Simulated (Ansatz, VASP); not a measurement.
## One calculation of Be7Zn2CdSe5O5, two programs

```xyz
20
Lattice="-0.3414 -0.1901 5.4935 0.0866 5.4321 -0.2032 -9.2069 -2.8407 0.6278" Properties=species:S:1:pos:R:3 pbc="T T T"
Be   -7.8743    1.8624    5.5855
Be   -5.8072   -1.1694    0.4813
Be   -5.4744    0.3957    2.6501
Be   -2.8312    0.6643    2.9323
Be   -4.4823    3.1463    2.5647
Be   -7.8861   -1.8280    3.7780
Be   -9.1041    0.5498    3.5809
O    -4.1319    1.4159    2.4653
O    -5.4035   -1.1133    2.0342
O    -8.6669   -0.8110    2.9579
O    -7.6108   -2.0113    5.3667
O    -9.0872    0.8590    5.1511
Zn   -8.5043   -0.5630    1.0137
Zn   -1.7330    4.1678    5.1751
Se   -7.3622    1.8208    2.3020
Se   -1.9376    4.1318    2.0287
Se   -6.1775    0.5826    4.9149
Se   -1.6206    1.0667    4.7290
Se   -4.1022    3.6449    4.6267
Cd   -3.5805    1.5098    0.2667
```

Alike in both runs: functional PBEsol; k mesh 3 × 4 × 2; occupations gaussian, width 0.1 eV; no spin polarisation.

Ansatz relaxed the structure, and its values are those at the end. VASP's run is a single point on that final structure, the one shown.

|  | VASP | Ansatz |
| --- | --- | --- |
| version | VASP 6.6.1 | Ansatz 0.2.0 |
| potentials or method | VASP PAW PBE potentials, release 64 (Be, O, Zn, Se, Cd), cutoff 520 eV | scalar-relativistic, plane waves, PAW |
| valence electrons in the cell | 110 | 168 |

```tsv
	VASP	Ansatz	Ansatz less VASP
gap on the k mesh at the Fermi level (eV)	1.47	1.47	+0.002
least direct gap on the mesh (eV)	1.82	1.82	+0.001
pressure (GPa)	0.5	0.0	-0.46
rms of the force components (eV/Å)	0.023	0.016	-0.0073
```

VASP's potentials were made for PBE, not for PBEsol. VASP's potentials hold 110 valence electrons a cell and Ansatz's 168, so a difference there can come from the potentials and not from the codes.
